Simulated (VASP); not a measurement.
# ZnMo3 (Pm-3m) in VASP: further runs

ZnMo3 is run at these levels: PBE; tasks: single point.

Program: VASP 6.6.1. These are calculated values, not measurements. Logs are shortened: lines on timing, memory, paths and dates and some standing lists are left out, and cuts for length are marked.

**1. The cell of the first run**

Symmetry: Pm-3m, No. 221, cubic system. The conventional cell has a = 3.995 Å, b = 3.995 Å, c = 3.995 Å, α = 90.00°, β = 90.00°, γ = 90.00°. Zn (site symmetry m-3m) has 12 Mo at 2.82 Å within 3.7 Å. Mo (site symmetry 4/mmm) has 4 Zn at 2.82 Å and 8 Mo at 2.82 Å within 3.7 Å.

**2. Single point, PBE**

Contents of INCAR:

```
PREC = Accurate
ENCUT = 520
EDIFF = 1E-7
ISMEAR = 1
SIGMA = 0.1
LREAL = F
LASPH = T
NELM = 100
ALGO = Normal
ISIF = 2
LWAVE = F
LCHARG = T
GGA = PE
LELF = T
LVHAR = T
NBANDS = 35
```

Contents of KPOINTS:

```
regular mesh
0
Gamma
  6 6 6
```

Contents of POSCAR:

```
ZnMo3
1.0
    3.9950435558      0.0000000000      0.0000000000
    0.0000000000      3.9950435558      0.0000000000
    0.0000000000      0.0000000000      3.9950435558
Zn Mo
1 3
Direct
    0.0000000000      0.0000000000      0.0000000000
    0.0000000000      0.5000000000      0.5000000000
    0.5000000000      0.0000000000      0.5000000000
    0.5000000000      0.5000000000      0.0000000000
```

Potentials or basis: VASP PAW PBE potentials, release 64 (Zn, Mo_sv).

Started as:

```console
$ cat potpaw_PBE.64/Zn/POTCAR potpaw_PBE.64/Mo_sv/POTCAR > POTCAR
$ mpirun -np 1 vasp_std > vasp.out
```

OUTCAR:

```text
PREC = Accurate
   ENCUT = 520
   EDIFF = 1E-7
   ISMEAR = 1
   LREAL = F
   LASPH = T
   NELM = 100
   ISIF = 2
   GGA = PE

 ion  position               nearest neighbor table
   1  0.000  0.000  0.000-   2 2.82   3 2.82   4 2.82   2 2.82   3 2.82   2 2.82   4 2.82   2 2.82
                             3 2.82   4 2.82   3 2.82   4 2.82
   2  0.000  0.500  0.500-   1 2.82   3 2.82   4 2.82   1 2.82   4 2.82   1 2.82   3 2.82   1 2.82
                             3 2.82   4 2.82   4 2.82   3 2.82
   3  0.500  0.000  0.500-   1 2.82   2 2.82   4 2.82   1 2.82   4 2.82   2 2.82   4 2.82   4 2.82
                             1 2.82   2 2.82   1 2.82   2 2.82
   4  0.500  0.500  0.000-   1 2.82   2 2.82   3 2.82   2 2.82   3 2.82   1 2.82   3 2.82   3 2.82
                             1 2.82   2 2.82   2 2.82   1 2.82

  LATTYP: Found a simple cubic cell.
 ALAT       =     3.9950435558

  Lattice vectors:

 A1 = (   3.9950435558,   0.0000000000,   0.0000000000)
 A2 = (   0.0000000000,   3.9950435558,   0.0000000000)
 A3 = (   0.0000000000,   0.0000000000,   3.9950435558)

Analysis of symmetry for initial positions (statically):
=====================================================================
 Subroutine PRICEL returns:
 Original cell was already a primitive cell.

 Routine SETGRP: Setting up the symmetry group for a
 simple cubic supercell.

 Subroutine GETGRP returns: Found 48 space group operations
 (whereof 48 operations were pure point group operations)
 out of a pool of 48 trial point group operations.

The static configuration has the point symmetry O_h .

Analysis of symmetry for dynamics (positions and initial velocities):
=====================================================================
 Subroutine PRICEL returns:
 Original cell was already a primitive cell.

 Routine SETGRP: Setting up the symmetry group for a
 simple cubic supercell.

 Subroutine GETGRP returns: Found 48 space group operations
 (whereof 48 operations were pure point group operations)
 out of a pool of 48 trial point group operations.

The dynamic configuration has the point symmetry O_h .

 Subroutine INISYM returns: Found 48 space group operations
 (whereof 48 operations are pure point group operations),
 and found     1 'primitive' translations

----------------------------------------------------------------------------------------

                                     Primitive cell

  volume of cell :      63.7624

  direct lattice vectors                    reciprocal lattice vectors
     3.995043556  0.000000000  0.000000000     0.250310162  0.000000000  0.000000000
     0.000000000  3.995043556  0.000000000     0.000000000  0.250310162  0.000000000
     0.000000000  0.000000000  3.995043556     0.000000000  0.000000000  0.250310162

  length of vectors
     3.995043556  3.995043556  3.995043556     0.250310162  0.250310162  0.250310162

  position of ions in fractional coordinates (direct lattice)
     0.000000000  0.000000000  0.000000000
     0.000000000  0.500000000  0.500000000
     0.500000000  0.000000000  0.500000000
     0.500000000  0.500000000  0.000000000

  ion indices of the primitive-cell ions
   primitive index   ion index
                 1           1
                 2           2
                 3           3
                 4           4

----------------------------------------------------------------------------------------

 KPOINTS: regular mesh

Automatic generation of k-mesh.
 Grid dimensions read from file:
 generate k-points for:    6    6    6

 Generating k-lattice:

  Cartesian coordinates                     Fractional coordinates (reciprocal lattice)
     0.041718360  0.000000000  0.000000000     0.166666667  0.000000000  0.000000000
     0.000000000  0.041718360  0.000000000     0.000000000  0.166666667  0.000000000
     0.000000000  0.000000000  0.041718360     0.000000000  0.000000000  0.166666667

  Length of vectors
     0.041718360  0.041718360  0.041718360

  Shift w.r.t. Gamma in fractional coordinates (k-lattice)
     0.000000000  0.000000000  0.000000000

 Subroutine IBZKPT returns following result:
 ===========================================

 Found     20 irreducible k-points:

 Following reciprocal coordinates:
            Coordinates               Weight
  0.000000  0.000000  0.000000      1.000000
  0.166667  0.000000  0.000000      6.000000
  0.333333  0.000000  0.000000      6.000000
  0.500000  0.000000  0.000000      3.000000
  0.166667  0.166667  0.000000     12.000000
  0.333333  0.166667  0.000000     24.000000
[... 12 lines left out ...]
  0.500000  0.500000  0.333333      6.000000
  0.500000  0.500000  0.500000      1.000000
   k-points           NKPTS =     20   k-points in BZ     NKDIM =     20   number of bands    NBANDS=     35
   number of dos      NEDOS =    301   number of ions     NIONS =      4
   total plane-waves  NPLWV =  27000
   dimension x,y,z NGX =    30 NGY =   30 NGZ =   30
   dimension x,y,z NGXF=    60 NGYF=   60 NGZF=   60
   ions per type =               1   3
   NGX,Y,Z   is equivalent  to a cutoff of  12.48, 12.48, 12.48 a.u.
   NGXF,Y,Z  is equivalent  to a cutoff of  24.97, 24.97, 24.97 a.u.
 SYSTEM =  unknown system
   PREC   = accura    normal or accurate (medium, high low for compatibility)
   ISTART =      0    job   : 0-new  1-cont  2-samecut
   ICHARG =      2    charge: 1-file 2-atom 10-const
   ISPIN  =      1    spin polarized calculation?
   LNONCOLLINEAR =      F non collinear calculations
   LSORBIT =      F    spin-orbit coupling
   LASPH  =      T    aspherical Exc in radial PAW
   ENCUT  =  520.0 eV  38.22 Ry    6.18 a.u.   7.43  7.43  7.43*2*pi/ulx,y,z
   NELM   =    100;   NELMIN=  2; NELMDL= -5     # of ELM steps
   EDIFF  = 0.1E-06   stopping-criterion for ELM
   LREAL  =      F    real-space projection
   EDIFFG = 0.1E-05   stopping-criterion for IOM
   NSW    =      0    number of steps for IOM
   IBRION =     -1    ionic relax: 0-MD 1-quasi-New 2-CG
   NFREE  =      0    steps in history (QN), initial steepest desc. (CG)
   ISIF   =      2    stress and relaxation
   ISYM   =      2    0-nonsym 1-usesym 2-fastsym
   POTIM  = 0.5000    time-step for ionic-motion
   TEBEG  =    0.0;   TEEND  =   0.0 temperature during run
   PSTRESS=    0.0 pullay stress
   NELECT =      54.0000    total number of electrons
   NUPDOWN=      -1.0000    fix difference up-down
   EMIN   =  10.00;   EMAX   =-10.00  energy-range for DOS
   EFERMI =   0.00;   METHOD = LEGACY
   ISMEAR =     1;   SIGMA  =   0.10  broadening in eV -4-tet -1-fermi 0-gaus
   EFERMI_NEDOS =   21; number of points for ismear=-14 and -15
   IALGO  =     38    algorithm
   IMIX   =      4    mixing-type and parameters
     AMIX     =   0.40;   BMIX     =  1.00
     AMIX_MAG =   1.60;   BMIX_MAG =  1.00
  volume/ion in A,a.u.               =      15.94       107.57
  Fermi-wavevector in a.u.,A,eV,Ry     =   1.548880  2.926960 32.640794  2.399031
  Thomas-Fermi vector in A             =   2.653767
   LORBIT       =      0    0 simple, 1 ext, 2 COOP (PROOUT), +10 PAW based schemes
   GGA     = PE    functional components
   LHFCALC =     F    Hartree Fock is set to
   AEXX    =    0.0000 exact exchange contribution
   IVDW    =     0    specifies the selected vdW correction
   LEPSILON=     F    determine dielectric tensor
   LRPA    =     F    only Hartree local field effects (RPA)
 non-spin polarized calculation
 Methfessel and Paxton  Order N= 1 SIGMA  =   0.10
  energy-cutoff  :      520.00
  volume of cell :       63.76
 maximum number of plane-waves:      1743
 NGX is ok and might be reduce to    30
   NGX = 15   NGY = 15   NGZ = 15

 number of electron      54.0000052 magnetization

 Free energy of the ion-electron system (eV)
  ---------------------------------------------------
  ext. energy  EPLUGINS =         0.00000000
  ---------------------------------------------------
  free energy    TOTEN  =       -33.13631217 eV

  energy without entropy =      -33.13609981  energy(sigma->0) =      -33.13624138

 E-fermi :   9.7145     XC(G=0): -12.8171

 val. band max:        9.6998129758   @ k =   0.3333   0.0000   0.0000
 cond. band min:       9.7233326183   @ k =   0.5000   0.3333   0.0000
 fundamental gap:      0.0235196425
 Fermi energy:         9.7145346100

 k-point     1 :       0.0000    0.0000    0.0000
  band No.  band energies     occupation
      1     -51.3735      2.00000
      2     -51.1481      2.00000
      3     -51.1481      2.00000
      4     -25.7680      2.00000
      5     -25.7680      2.00000
      6     -25.7680      2.00000
[... 27 lines left out ...]
     34      13.9771      0.00000
     35      13.9771      0.00000

 k-point     2 :       0.1667    0.0000    0.0000
  band No.  band energies     occupation
      1     -51.3603      2.00000
      2     -51.1615      2.00000
      3     -51.1479      2.00000
      4     -25.7357      2.00000
      5     -25.7357      2.00000
      6     -25.7178      2.00000
[... 27 lines left out ...]
     34      13.9787      0.00000
     35      14.2654      0.00000

 k-point     3 :       0.3333    0.0000    0.0000
  band No.  band energies     occupation
      1     -51.3260      2.00000
      2     -51.1959      2.00000
      3     -51.1476      2.00000
      4     -25.6573      2.00000
      5     -25.6573      2.00000
      6     -25.5783      2.00000
[... 27 lines left out ...]
     34      13.9814      0.00000
     35      15.8430      0.00000
[... 571 lines left out ...]
 k-point    19 :       0.5000    0.5000    0.3333
  band No.  band energies     occupation
      1     -51.2220      2.00000
      2     -51.2219      2.00000
      3     -51.2219      2.00000
      4     -25.9676      2.00000
      5     -25.7207      2.00000
      6     -25.6685      2.00000
[... 27 lines left out ...]
     34      12.9396      0.00000
     35      13.6835      0.00000

 k-point    20 :       0.5000    0.5000    0.5000
  band No.  band energies     occupation
      1     -51.2217      2.00000
      2     -51.2217      2.00000
      3     -51.2217      2.00000
      4     -26.0321      2.00000
      5     -25.7196      2.00000
      6     -25.7196      2.00000
[... 27 lines left out ...]
     34      13.3792      0.00000
     35      13.3792      0.00000

------------------------ aborting loop because EDIFF is reached ----------------------------------------

  FORCE on cell =-STRESS in cart. coord.  units (eV):
  Direction    XX          YY          ZZ          XY          YZ          ZX
  --------------------------------------------------------------------------------------
  -------------------------------------------------------------------------------------
  Total       -3.4377389     -3.4377389     -3.4377389      0.0000000     -0.0000000      0.0000000
  in kB      -86.3811361    -86.3811361    -86.3811361      0.0000000     -0.0000000      0.0000000
  external PRESSURE =     -86.3811361 kB  Pullay stress =       0.0000000 kB

 VOLUME and BASIS-vectors are now :
 -----------------------------------------------------------------------------
  energy-cutoff  :      520.00
  volume of cell :       63.76
      direct lattice vectors                 reciprocal lattice vectors
     3.995043556  0.000000000  0.000000000     0.250310162  0.000000000  0.000000000
     0.000000000  3.995043556  0.000000000     0.000000000  0.250310162  0.000000000
     0.000000000  0.000000000  3.995043556     0.000000000  0.000000000  0.250310162

 POSITION                                       TOTAL-FORCE (eV/Angst)
 -----------------------------------------------------------------------------------
      0.00000      0.00000      0.00000         0.000000      0.000000      0.000000
      0.00000      1.99752      1.99752         0.000000      0.000000      0.000000
      1.99752      0.00000      1.99752         0.000000      0.000000      0.000000
      1.99752      1.99752      0.00000         0.000000      0.000000      0.000000
 -----------------------------------------------------------------------------------
    total drift:                                0.000000      0.000000     -0.000000

  FREE ENERGIE OF THE ION-ELECTRON SYSTEM (eV)
  ---------------------------------------------------
  free  energy   TOTEN  =       -33.1363121702 eV

  energy  without entropy=      -33.1360998118  energy(sigma->0) =      -33.13624138
```

Wall time 75 s (1 thread of Intel Xeon 8259CL, shared host); peak memory 0.19 GiB.

Results:

| Quantity | Value |
| --- | --- |
| Free energy | -33.1363 eV |
| Pressure | -8.6 GPa |
| Band gap on the k mesh | zero (bands 27 and 28 overlap by 1.42 eV) |

Levels at points of the mesh, in eV from the Fermi level:
```tsv
k point	band 24	band 25	band 26	band 27	band 28	band 29	band 30	band 31
(0.00, 0.00, 0.00)	-2.97	0.84	0.84	0.84	1.97	1.97	1.97	2.47
(0.50, 0.00, 0.00)	-1.37	-0.82	-0.82	-0.37	0.04	0.32	0.82	0.82
(0.50, 0.50, 0.00)	-2.16	-2.11	-0.68	-0.68	0.29	0.29	0.29	1.37
(0.50, 0.50, 0.50)	-1.19	-0.36	-0.36	-0.36	0.70	0.70	0.70	1.43
```

Caveat: the cell stands under tension.

(Continued in part 2 of 2.)
